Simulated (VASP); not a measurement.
# Ti4S in VASP: a series of runs

Runs on Ti4S. Level: PBE. Tasks: single point.

Program: VASP 6.6.1. These are calculated values, not measurements. Logs are shortened: lines on timing, memory, paths and dates and some standing lists are left out, and cuts for length are marked.

### Step 1. The cell of the first run

The cell holds a slab with vacuum, 5 atoms: a = 3.255 Å, b = 3.255 Å, c = 20.179 Å, α = 90.00°, β = 90.00°, γ = 90.00°.

### Step 2. Single point, PBE

File INCAR:

```
ALGO = Normal
DIPOL = 0.5 0.5 0.358
EDIFF = 1E-6
ENCUT = 520
GGA = PE
IDIPOL = 3
ISIF = 2
ISMEAR = 0
LASPH = True
LCHARG = False
LDIPOL = True
LREAL = False
LWAVE = False
NBANDS = 35
NELM = 80
PREC = Accurate
SIGMA = 0.1
```

File KPOINTS:

```
k-points
0
Gamma
  8 8 1
```

File POSCAR:

```
Ti4S
1.0
    3.2553359259      0.0000000000      0.0000000000
    0.0000000000      3.2553359259      0.0000000000
    0.0000000000      0.0000000000     20.1793674375
Ti S
4 1
Direct
    0.5000000000      0.5000000000      0.1982222690
    0.0000000000      0.0000000000      0.2788822782
    0.5000000000      0.5000000000      0.3551865247
    0.0000000000      0.0000000000      0.4301109767
    0.1250000000      0.2500000000      0.5267749022
```

Potentials or basis: VASP PAW PBE potentials, release 64 (Ti_sv, S).

Launch:

```console
cat potpaw_PBE.64/Ti_sv/POTCAR potpaw_PBE.64/S/POTCAR > POTCAR
mpirun -np 1 vasp_std > vasp.out
```

OUTCAR:

```text
EDIFF = 1E-6
   ENCUT = 520
   GGA = PE
   ISIF = 2
   ISMEAR = 0
   LASPH = True
   LREAL = False
   NELM = 80
   PREC = Accurate

 ion  position               nearest neighbor table
   1  0.500  0.500  0.198-   2 2.82   2 2.82   2 2.82   2 2.82
   2  0.000  0.000  0.279-   3 2.77   3 2.77   3 2.77   3 2.77   1 2.82   1 2.82   1 2.82   1 2.82

   3  0.500  0.500  0.355-   4 2.75   4 2.75   4 2.75   4 2.75   2 2.77   2 2.77   2 2.77   2 2.77

   4  0.000  0.000  0.430-   5 2.15   3 2.75   3 2.75   3 2.75   3 2.75
   5  0.125  0.250  0.527-   4 2.15

  LATTYP: Found a simple tetragonal cell.
 ALAT       =     3.2553359259
 C/A-ratio  =     6.1988587036

  Lattice vectors:

 A1 = (   3.2553359259,   0.0000000000,   0.0000000000)
 A2 = (   0.0000000000,   3.2553359259,   0.0000000000)
 A3 = (   0.0000000000,   0.0000000000,  20.1793674375)

Analysis of symmetry for initial positions (statically):
=====================================================================
 Subroutine PRICEL returns:
 Original cell was already a primitive cell.

 Routine SETGRP: Setting up the symmetry group for a
 simple tetragonal supercell.

 Subroutine GETGRP returns: Found  1 space group operations
 (whereof  1 operations were pure point group operations)
 out of a pool of 16 trial point group operations.

The static configuration has the point symmetry C_1 .

Analysis of symmetry for dynamics (positions and initial velocities):
=====================================================================
 Subroutine PRICEL returns:
 Original cell was already a primitive cell.

 Routine SETGRP: Setting up the symmetry group for a
 simple tetragonal supercell.

 Subroutine GETGRP returns: Found  1 space group operations
 (whereof  1 operations were pure point group operations)
 out of a pool of 16 trial point group operations.

The dynamic configuration has the point symmetry C_1 .

 Subroutine INISYM returns: Found  1 space group operations
 (whereof  1 operations are pure point group operations),
 and found     1 'primitive' translations

----------------------------------------------------------------------------------------

                                     Primitive cell

  volume of cell :     213.8450

  direct lattice vectors                    reciprocal lattice vectors
     3.255335926  0.000000000  0.000000000     0.307187959  0.000000000  0.000000000
     0.000000000  3.255335926  0.000000000     0.000000000  0.307187959  0.000000000
     0.000000000  0.000000000 20.179367438     0.000000000  0.000000000  0.049555567

  length of vectors
     3.255335926  3.255335926 20.179367438     0.307187959  0.307187959  0.049555567

  position of ions in fractional coordinates (direct lattice)
     0.500000000  0.500000000  0.198222269
     0.000000000  0.000000000  0.278882278
     0.500000000  0.500000000  0.355186525
     0.000000000  0.000000000  0.430110977
     0.125000000  0.250000000  0.526774902

  ion indices of the primitive-cell ions
   primitive index   ion index
                 1           1
                 2           2
                 3           3
                 4           4
                 5           5

----------------------------------------------------------------------------------------

 KPOINTS: k-points

Automatic generation of k-mesh.
 Grid dimensions read from file:
 generate k-points for:    8    8    1

 Generating k-lattice:

  Cartesian coordinates                     Fractional coordinates (reciprocal lattice)
     0.038398495  0.000000000  0.000000000     0.125000000  0.000000000  0.000000000
     0.000000000  0.038398495  0.000000000     0.000000000  0.125000000  0.000000000
     0.000000000  0.000000000  0.049555567     0.000000000  0.000000000  1.000000000

  Length of vectors
     0.038398495  0.038398495  0.049555567

  Shift w.r.t. Gamma in fractional coordinates (k-lattice)
     0.000000000  0.000000000  0.000000000

 Subroutine IBZKPT returns following result:
 ===========================================

 Found     34 irreducible k-points:

 Following reciprocal coordinates:
            Coordinates               Weight
  0.000000  0.000000  0.000000      1.000000
  0.125000  0.000000  0.000000      2.000000
  0.000000  0.125000  0.000000      2.000000
  0.250000  0.000000  0.000000      2.000000
  0.000000  0.250000  0.000000      2.000000
  0.375000  0.000000  0.000000      2.000000
[... 16 lines left out ...]
 -0.250000  0.250000  0.000000      2.000000
  0.375000  0.250000  0.000000      2.000000
 [... further k-points ...]
   k-points           NKPTS =     34   k-points in BZ     NKDIM =     34   number of bands    NBANDS=     35
   number of dos      NEDOS =    301   number of ions     NIONS =      5
   total plane-waves  NPLWV =  86400
   dimension x,y,z NGX =    24 NGY =   24 NGZ =  150
   dimension x,y,z NGXF=    48 NGYF=   48 NGZF=  300
   ions per type =               4   1
   NGX,Y,Z   is equivalent  to a cutoff of  12.26, 12.26, 12.36 a.u.
   NGXF,Y,Z  is equivalent  to a cutoff of  24.51, 24.51, 24.72 a.u.
 SYSTEM =  unknown system
   PREC   = accura    normal or accurate (medium, high low for compatibility)
   ISTART =      0    job   : 0-new  1-cont  2-samecut
   ICHARG =      2    charge: 1-file 2-atom 10-const
   ISPIN  =      1    spin polarized calculation?
   LNONCOLLINEAR =      F non collinear calculations
   LSORBIT =      F    spin-orbit coupling
   LASPH  =      T    aspherical Exc in radial PAW
   ENCUT  =  520.0 eV  38.22 Ry    6.18 a.u.   6.05  6.05 37.52*2*pi/ulx,y,z
   NELM   =     80;   NELMIN=  2; NELMDL= -5     # of ELM steps
   EDIFF  = 0.1E-05   stopping-criterion for ELM
   LREAL  =      F    real-space projection
   EDIFFG = 0.1E-04   stopping-criterion for IOM
   NSW    =      0    number of steps for IOM
   IBRION =     -1    ionic relax: 0-MD 1-quasi-New 2-CG
   NFREE  =      0    steps in history (QN), initial steepest desc. (CG)
   ISIF   =      2    stress and relaxation
   ISYM   =      2    0-nonsym 1-usesym 2-fastsym
   POTIM  = 0.5000    time-step for ionic-motion
   TEBEG  =    0.0;   TEEND  =   0.0 temperature during run
   PSTRESS=    0.0 pullay stress
   NELECT =      54.0000    total number of electrons
   NUPDOWN=      -1.0000    fix difference up-down
   EMIN   =  10.00;   EMAX   =-10.00  energy-range for DOS
   EFERMI =   0.00;   METHOD = LEGACY
   ISMEAR =     0;   SIGMA  =   0.10  broadening in eV -4-tet -1-fermi 0-gaus
   EFERMI_NEDOS =   21; number of points for ismear=-14 and -15
   IALGO  =     38    algorithm
   IMIX   =      4    mixing-type and parameters
     AMIX     =   0.40;   BMIX     =  1.00
     AMIX_MAG =   1.60;   BMIX_MAG =  1.00
  volume/ion in A,a.u.               =      42.77       288.62
  Fermi-wavevector in a.u.,A,eV,Ry     =   1.034760  1.955413 14.568147  1.070729
  Thomas-Fermi vector in A             =   2.169071
   LORBIT       =      0    0 simple, 1 ext, 2 COOP (PROOUT), +10 PAW based schemes
   GGA     = PE    functional components
   LHFCALC =     F    Hartree Fock is set to
   AEXX    =    0.0000 exact exchange contribution
   IVDW    =     0    specifies the selected vdW correction
   LEPSILON=     F    determine dielectric tensor
   LRPA    =     F    only Hartree local field effects (RPA)
 non-spin polarized calculation
 Gauss-broadening in eV      SIGMA  =   0.10
  energy-cutoff  :      520.00
  volume of cell :      213.85
 maximum number of plane-waves:      5808
   NGX = 13   NGY = 13   NGZ = 75

 dipolmoment           0.000000      0.000000     -0.229326 electrons x Angstroem

 number of electron      54.0000020 magnetization

 dipolmoment           0.000000      0.000000      0.159214 electrons x Angstroem

 Free energy of the ion-electron system (eV)
  ---------------------------------------------------
  ext. energy  EPLUGINS =         0.00000000
  ---------------------------------------------------
  free energy    TOTEN  =       -33.89671812 eV

  energy without entropy =      -33.84610709  energy(sigma->0) =      -33.87141261

 E-fermi :   0.4110     XC(G=0):  -5.5236

 val. band max:        0.3950101197   @ k =  -0.2500   0.2500   0.0000
 cond. band min:       0.4189809781   @ k =   0.5000   0.0000   0.0000
 fundamental gap:      0.0239708584
 Fermi energy:         0.4110021453

 k-point     1 :       0.0000    0.0000    0.0000
  band No.  band energies     occupation
      1     -56.6759      2.00000
      2     -56.1822      2.00000
      3     -55.9356      2.00000
      4     -55.7521      2.00000
      5     -33.0366      2.00000
      6     -32.8299      2.00000
[... 27 lines left out ...]
     34       2.1030      0.00000
     35       2.1307      0.00000

 k-point     2 :       0.1250    0.0000    0.0000
  band No.  band energies     occupation
      1     -56.6739      2.00000
      2     -56.1784      2.00000
      3     -55.9315      2.00000
      4     -55.7560      2.00000
      5     -33.0380      2.00000
      6     -32.8446      2.00000
[... 27 lines left out ...]
     34       2.0845      0.00000
     35       2.4171      0.00000

 k-point     3 :       0.0000    0.1250    0.0000
  band No.  band energies     occupation
      1     -56.6739      2.00000
      2     -56.1784      2.00000
      3     -55.9315      2.00000
      4     -55.7560      2.00000
      5     -33.0379      2.00000
      6     -32.8502      2.00000
[... 27 lines left out ...]
     34       2.1015      0.00000
     35       2.3612      0.00000
[... 723 lines left out ...]
 k-point    23 :      -0.2500    0.2500    0.0000
  band No.  band energies     occupation
      1     -56.6630      2.00000
      2     -56.1602      2.00000
      3     -55.9091      2.00000
      4     -55.7729      2.00000
      5     -33.0337      2.00000
      6     -32.8909      2.00000
[... 27 lines left out ...]
     34       2.2786      0.00000
     35       2.5472      0.00000

 k-point    24 :       0.3750    0.2500    0.0000
  band No.  band energies     occupation
      1     -56.6589      2.00000
      2     -56.1538      2.00000
      3     -55.8999      2.00000
      4     -55.7782      2.00000
      5     -33.0295      2.00000
      6     -32.9303      2.00000
[... 27 lines left out ...]
     34       2.3958      0.00000
     35       2.4697      0.00000

 [... further k-points ...]

------------------------ aborting loop because EDIFF is reached ----------------------------------------

 vacuum level on the upper side and lower side of the slab       (xc-potential included)         1.191        -1.482

  FORCE on cell =-STRESS in cart. coord.  units (eV):
  Direction    XX          YY          ZZ          XY          YZ          ZX
  --------------------------------------------------------------------------------------
  -------------------------------------------------------------------------------------
  Total       -0.5539465     -1.6401526      0.4067017      0.4098243      1.9365019      1.1334536
  in kB       -4.1502977    -12.2884093      3.0471046      3.0705004     14.5087284      8.4921014
  external PRESSURE =      -4.4638675 kB  Pullay stress =       0.0000000 kB

 VOLUME and BASIS-vectors are now :
 -----------------------------------------------------------------------------
  energy-cutoff  :      520.00
  volume of cell :      213.85
      direct lattice vectors                 reciprocal lattice vectors
     3.255335926  0.000000000  0.000000000     0.307187959  0.000000000  0.000000000
     0.000000000  3.255335926  0.000000000     0.000000000  0.307187959  0.000000000
     0.000000000  0.000000000 20.179367438     0.000000000  0.000000000  0.049555567

 POSITION                                       TOTAL-FORCE (eV/Angst)
 -----------------------------------------------------------------------------------
      1.62767      1.62767      4.00000        -0.015487     -0.040552      0.577906
      0.00000      0.00000      5.62767         0.072606      0.135894     -0.539550
      1.62767      1.62767      7.16744        -0.230776     -0.205051     -0.957150
      0.00000      0.00000      8.67937        -0.305088     -0.839500      0.900288
      0.40692      0.81383     10.62998         0.478745      0.949210      0.018506
 -----------------------------------------------------------------------------------
    total drift:                                0.000025      0.000018     -0.000175

  FREE ENERGIE OF THE ION-ELECTRON SYSTEM (eV)
  ---------------------------------------------------
  free  energy   TOTEN  =       -33.8967181218 eV

  energy  without entropy=      -33.8461070914  energy(sigma->0) =      -33.87141261

 vacuum level on the upper side and lower side of the slab         6.288         3.521
```

It took 13 min on 1 thread of AMD EPYC 7R13, shared host; peak memory 0.37 GiB.

Results:

```yaml
Free_energy: -33.8967 eV
Largest_force: 1.268 eV/Å
Band_gap_on_the_k_mesh: zero (bands 27 and 28 overlap by 0.75 eV)
```

Forces in eV/Å, atoms in the order of the input:
```
Ti  -0.015 -0.041  0.578
Ti   0.073  0.136 -0.540
Ti  -0.231 -0.205 -0.957
Ti  -0.305 -0.840  0.900
S    0.479  0.949  0.019
```

### Step 3. Single point, PBE

File INCAR:

```
PREC = Accurate ; ENCUT = 520
EDIFF = 1E-6 ; ISMEAR = 0
SIGMA = 0.1 ; LREAL = False
LASPH = True ; NELM = 60
ALGO = Normal ; ISIF = 2
LWAVE = False ; LCHARG = True
LDIPOL = True ; IDIPOL = 3
DIPOL = 0.5 0.5 0.354 ; GGA = PE
LELF = True ; LVHAR = True
LVACPOTAV = True ; NBANDS = 35
```

File KPOINTS:

```
Automatic mesh
0
Gamma
  8 8 1
```

Edit POSCAR of step 2 so:

```diff
@@ -12,2 +12,2 @@
     0.0000000000      0.0000000000      0.4301109767
-    0.1250000000      0.2500000000      0.5267749022
+    0.2500000000      0.3750000000      0.5068314872
```

Potentials or basis: VASP PAW PBE potentials, release 64 (Ti_sv, S).

Launch:

```console
cat potpaw_PBE.64/Ti_sv/POTCAR potpaw_PBE.64/S/POTCAR > POTCAR
mpirun -np 1 vasp_std > vasp.out
```

OUTCAR:

```text
PREC = Accurate
   ENCUT = 520
   EDIFF = 1E-6
   ISMEAR = 0
   LREAL = False
   LASPH = True
   NELM = 60
   ISIF = 2
   GGA = PE

 ion  position               nearest neighbor table
   1  0.500  0.500  0.198-   2 2.82   2 2.82   2 2.82   2 2.82
   2  0.000  0.000  0.279-   3 2.77   3 2.77   3 2.77   3 2.77   1 2.82   1 2.82   1 2.82   1 2.82

   3  0.500  0.500  0.355-   4 2.75   4 2.75   4 2.75   4 2.75   2 2.77   2 2.77   2 2.77   2 2.77

   4  0.000  0.000  0.430-   5 2.13   5 2.68   3 2.75   3 2.75   3 2.75   3 2.75
   5  0.250  0.375  0.507-   4 2.13   4 2.68

  LATTYP: Found a simple tetragonal cell.
 ALAT       =     3.2553359259
 C/A-ratio  =     6.1988587036
[... 1118 lines left out ...]
  Total        0.3181218      0.6486835     -0.0170421      1.6789083      3.1973514      2.7984995
  in kB        2.3834437      4.8600891     -0.1276835     12.5787758     23.9553094     20.9670168
  external PRESSURE =       2.3719498 kB  Pullay stress =       0.0000000 kB

 VOLUME and BASIS-vectors are now :
 -----------------------------------------------------------------------------
  energy-cutoff  :      520.00
  volume of cell :      213.85
      direct lattice vectors                 reciprocal lattice vectors
     3.255335926  0.000000000  0.000000000     0.307187959  0.000000000  0.000000000
     0.000000000  3.255335926  0.000000000     0.000000000  0.307187959  0.000000000
     0.000000000  0.000000000 20.179367438     0.000000000  0.000000000  0.049555567

 POSITION                                       TOTAL-FORCE (eV/Angst)
 -----------------------------------------------------------------------------------
      1.62767      1.62767      4.00000        -0.048700     -0.040441      0.533686
      0.00000      0.00000      5.62767         0.076885      0.096287     -0.530745
      1.62767      1.62767      7.16744        -0.349085     -0.272745     -0.590332
      0.00000      0.00000      8.67937        -1.150408     -1.649480      0.590643
      0.81383      1.22075     10.22754         1.471307      1.866378     -0.003252
 -----------------------------------------------------------------------------------
    total drift:                               -0.000008     -0.000042      0.000174

  FREE ENERGIE OF THE ION-ELECTRON SYSTEM (eV)
  ---------------------------------------------------
  free  energy   TOTEN  =       -34.7882416984 eV

  energy  without entropy=      -34.7409023601  energy(sigma->0) =      -34.76457203

 vacuum level on the upper side and lower side of the slab         5.990         3.883
```

It took 12 min on 1 thread of AMD EPYC 7R13, shared host; peak memory 0.37 GiB.

Results:

```
Free energy            : -34.7882 eV
Largest force          : 2.377 eV/Å
Band gap on the k mesh : zero (bands 27 and 28 overlap by 0.93 eV)
```

Forces on the atoms (eV/Å):
```
Ti  -0.049 -0.040  0.534
Ti   0.077  0.096 -0.531
Ti  -0.349 -0.273 -0.590
Ti  -1.150 -1.649  0.591
S    1.471  1.866 -0.003
```

Levels at points of the mesh, in eV from the Fermi level:
```csv
k point,band 23,band 24,band 25,band 26,band 27,band 28,band 29,band 30,band 31,band 32
"(0.00, 0.00, 0.00)",-1.70,-1.40,-0.12,0.20,0.67,0.96,0.96,1.02,1.10,1.23
"(0.50, 0.00, 0.00)",-1.61,-0.55,-0.21,-0.12,0.07,0.11,0.52,0.77,1.12,1.27
"(0.00, 0.50, 0.00)",-1.49,-0.54,-0.22,-0.16,-0.05,0.08,0.64,0.67,0.84,1.26
"(0.50, 0.50, 0.00)",-0.83,-0.64,-0.62,-0.39,-0.38,0.00,0.06,0.62,1.95,1.99
```

### Step 4. Single point, PBE

File INCAR:

```
PREC     = Accurate       # precision mode
ENCUT    = 520            # plane-wave cutoff, eV
EDIFF    = 1E-7           # SCF threshold, eV
ISMEAR   = 0              # smearing method
SIGMA    = 0.1            # smearing width, eV
LREAL    = False          # projectors in reciprocal space
LASPH    = True           # aspherical terms in the spheres
NELM     = 100            # most SCF steps
ALGO     = Normal         # electronic algorithm
ISIF     = 2              # what is computed and relaxed
LWAVE    = False          # write WAVECAR
LCHARG   = False          # write CHGCAR
LDIPOL   = True         
IDIPOL   = 3            
DIPOL    = 0.5 0.5 0.355
GGA      = PE             # functional
NBANDS   = 35             # bands
```

KPOINTS is that of step 3.

Edit POSCAR of step 3 so:

```diff
@@ -12,2 +12,2 @@
     0.0000000000      0.0000000000      0.4301109767
-    0.2500000000      0.3750000000      0.5068314872
+    0.1250000000      0.3750000000      0.5145250010
```

Launch:

```console
cat potpaw_PBE.64/Ti_sv/POTCAR potpaw_PBE.64/S/POTCAR > POTCAR
mpirun -np 1 vasp_std > vasp.out
```

It took 12 min on 1 thread of AMD EPYC 7R13, shared host; peak memory 0.37 GiB.

The run converged. Its results:

```yaml
Free_energy: -34.4047 eV
Largest_force: 1.739 eV/Å
Band_gap_on_the_k_mesh: zero (bands 27 and 28 overlap by 0.59 eV)
```

Forces in eV/Å, atoms in the order of the input:
```
Ti  -0.025 -0.051  0.541
Ti   0.055  0.145 -0.586
Ti  -0.239 -0.145 -0.694
Ti  -0.302 -1.543  0.744
S    0.512  1.593 -0.004
```

Levels at points of the mesh, in eV from the Fermi level:
```
           k point  band 23  band 24  band 25  band 26  band 27  band 28  band 29  band 30  band 31  band 32
(0.00, 0.00, 0.00)    -1.60    -1.22    -0.25     0.16     0.24     0.92     0.93     1.00     1.05     1.20
(0.50, 0.00, 0.00)    -1.38    -0.52    -0.20    -0.05     0.04     0.18     0.66     0.77     1.18     1.28
(0.00, 0.50, 0.00)    -1.51    -0.58    -0.31    -0.18     0.05     0.12     0.64     0.82     1.07     1.23
(0.50, 0.50, 0.00)    -0.80    -0.67    -0.64    -0.40    -0.39    -0.18     0.06     0.27     1.84     1.95
```

### Step 5. Overview

| cell | gap on the mesh (eV) | largest force (eV/Å) |
| --- | --- | --- |
| as given, atomic positions A | none | 1.27 |
| as given, atomic positions B | none | 2.38 |
| as given, atomic positions C | none | 1.74 |

Alike in all rows: task single point; level PBE; potentials or basis VASP PAW PBE potentials, release 64 (Ti_sv, S); no spin polarisation; k mesh 8 × 8 × 1; cutoff (eV) 520; smearing gaussian 0.1 eV.

Absolute energies hang on the potentials; compare differences alone.
